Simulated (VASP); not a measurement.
**CsBr: single point with r2SCAN**

The system is CsBr.

```xyz
2
Lattice="4.3226 0.0000 0.0000 0.0000 4.3226 0.0000 0.0000 0.0000 4.3226" Properties=species:S:1:pos:R:3 pbc="T T T"
Cs    0.0000    0.0000    0.0000
Br    2.1613    2.1613    2.1613
```

```json
{
 "Program": "VASP 6.6.1",
 "Task": "single point",
 "Functional": "r2SCAN",
 "Potentials or basis": "VASP PAW PBE potentials, release 64 (Cs_sv, Br)",
 "Cutoff": "550 eV",
 "k mesh": "6 × 6 × 6",
 "Occupations": "gaussian, width 0.01 eV",
 "Spin": "no spin polarisation",
 "Dipole correction": "no",
 "Further INCAR settings": "ALGO = Normal; EDIFF = 1e-06; NBANDS = 15"
}
```

* Pressure: 0.1 GPa
* Band gap on the k mesh: 5.18 eV, indirect (least direct gap 5.18 eV)

Levels at points of the mesh, in eV from the valence-band top:
```csv
k point,band 6,band 7,band 8,band 9,band 10,band 11
"(0.00, 0.00, 0.00)",-0.01,-0.01,-0.01,5.18,5.42,5.42
"(0.50, 0.00, 0.00)",-1.25,-0.19,-0.19,6.43,7.84,8.35
"(0.50, 0.50, 0.00)",-0.58,-0.58,0.00,5.83,6.11,7.85
"(0.50, 0.50, 0.50)",-1.12,-1.12,-1.12,8.88,8.88,8.88
```

Wall time 39 s on 1 thread of Intel(R) Xeon(R) 6975P-C (Granite Rapids), with other jobs on the host, peak memory 0.22 GiB.

Caveat: the PAW data sets were made with another functional, which shifts forces and pressure a little; spin-orbit coupling is left out, which moves the levels of the heavy elements. A k mesh can miss the band edges.
